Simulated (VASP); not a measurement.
Set up this calculation in VASP 6.6.1, as the native input.

| Property | Result |
| --- | --- |
| Task | relaxation of cell and atoms |
| Functional | PBE |
| Potentials or basis | VASP PAW PBE potentials, release 64 (Zr_sv, Ga_d) |
| Cutoff | 600 eV |
| k mesh | 6 × 6 × 6 |
| Occupations | gaussian, width 0.1 eV |
| Spin | no spin polarisation |
| Dipole correction | no |
| Further INCAR settings | ALGO = Normal; EDIFF = 1e-06; IBRION = 2; EDIFFG = -0.01; NSW = 100; ISIF = 3 |

The structure of Zr6Ga lies in POSCAR:

```
Zr6Ga
1.0
    6.9555359715      0.0000000000      0.0000000000
    0.0000000000      6.9555359715      0.0000000000
    0.0000000000      0.0000000000      6.9555359715
Zr Ga
6 1
Direct
    0.2090230761      0.5000000000      0.5000000000
    0.5000000000      0.5000000000      0.7909769239
    0.5000000000      0.5000000000      0.2090230761
    0.5000000000      0.2090230761      0.5000000000
    0.5000000000      0.7909769239      0.5000000000
    0.7909769239      0.5000000000      0.5000000000
    0.0000000000      0.0000000000      0.0000000000
```

One way to write it, as run:

INCAR

```
PREC     = Accurate       # precision mode
ENCUT    = 600            # plane-wave cutoff, eV
EDIFF    = 1E-6           # SCF threshold, eV
ISMEAR   = 0              # smearing method
SIGMA    = 0.1            # smearing width, eV
LREAL    = False          # projectors in reciprocal space
LASPH    = True           # aspherical terms in the spheres
NELM     = 100            # most SCF steps
ALGO     = Normal         # electronic algorithm
ISIF     = 3              # what is computed and relaxed
LWAVE    = False          # write WAVECAR
LCHARG   = False          # write CHGCAR
GGA      = PE             # functional
IBRION   = 2              # ionic algorithm
NSW      = 100            # ionic steps
EDIFFG   = -0.01          # ionic threshold
```

KPOINTS

```
regular mesh
0
Gamma
  6 6 6
```

Potentials or basis: VASP PAW PBE potentials, release 64 (Zr_sv, Ga_d).

The run is started by

```console
$ cat potpaw_PBE.64/Zr_sv/POTCAR potpaw_PBE.64/Ga_d/POTCAR > POTCAR
$ mpirun -np 1 vasp_std > vasp.out
```

It gave:

The relaxed volume is 49.19 Å³/atom. The relaxed cell is a = 7.009 Å, b = 7.009 Å, c = 7.009 Å, α = 90.00°, β = 90.00°, γ = 90.00°. The space group after relaxing (to 0.05 Å) is Pm-3m (No. 221) and the energy gained by relaxing is 1.1 meV/atom. The ionic steps are 5, the pressure after relaxing is 0.0 GPa and the largest force after relaxing is 0.007 eV/Å.

It took 20 min on 1 thread of Intel(R) Xeon(R) Platinum 8488C (Sapphire Rapids), with other jobs on the host, peak memory 0.68 GiB.
